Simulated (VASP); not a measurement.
A run of VASP 6.6.1:

Contents of INCAR:

```
SYSTEM = CdAs2C
ALGO     = Normal         ! electronic algorithm
EDIFF    = 1E-7           ! SCF threshold, eV
EDIFFG   = -0.01          ! ionic threshold
ENCUT    = 600            ! plane-wave cutoff, eV
GGA      = PS             ! functional
IBRION   = 2              ! ionic algorithm
ISIF     = 3              ! what is computed and relaxed
ISMEAR   = -1             ! smearing method
LASPH    = .TRUE.         ! aspherical terms in the spheres
LCHARG   = .FALSE.        ! write CHGCAR
LREAL    = .FALSE.        ! projectors in reciprocal space
LWAVE    = .FALSE.        ! write WAVECAR
NELM     = 100            ! most SCF steps
NSW      = 100            ! ionic steps
PREC     = Accurate       ! precision mode
SIGMA    = 0.03           ! smearing width, eV
```

The input KPOINTS:

```
k-points
0
G
  6 6 4
  0 0 0
```

File POSCAR:

```
CdAs2C
1.0
    3.6763575053      0.0000000000      0.0000000000
    0.0000000000      3.6763575053      0.0000000000
    0.0000000000      0.0000000000      5.1991546441
Cd As C
1 2 1
Direct
    0.0000000000      0.0000000000      0.0000000000
    0.0000000000      0.5000000000      0.2500000000
    0.5000000000      0.0000000000      0.7500000000
    0.5000000000      0.5000000000      0.5000000000
```

Potentials or basis: VASP PAW PBE potentials, release 64 (Cd, As, C).

Run with:

```sh
$ cat potpaw_PBE.64/Cd/POTCAR potpaw_PBE.64/As/POTCAR potpaw_PBE.64/C/POTCAR > POTCAR
$ mpirun -np 1 vasp_std > vasp.out
```

Hardware: 1 thread of Intel(R) Xeon(R) Platinum 8375C CPU @ 2.90GHz (Ice Lake), on a shared host.

How long does it take, and how much memory?

Wall time 7.1 min on 1 thread of Intel(R) Xeon(R) Platinum 8375C CPU @ 2.90GHz (Ice Lake) (shared host), peak memory 0.23 GiB. Counts: scf iterations 146, k points 30, ion steps 17.
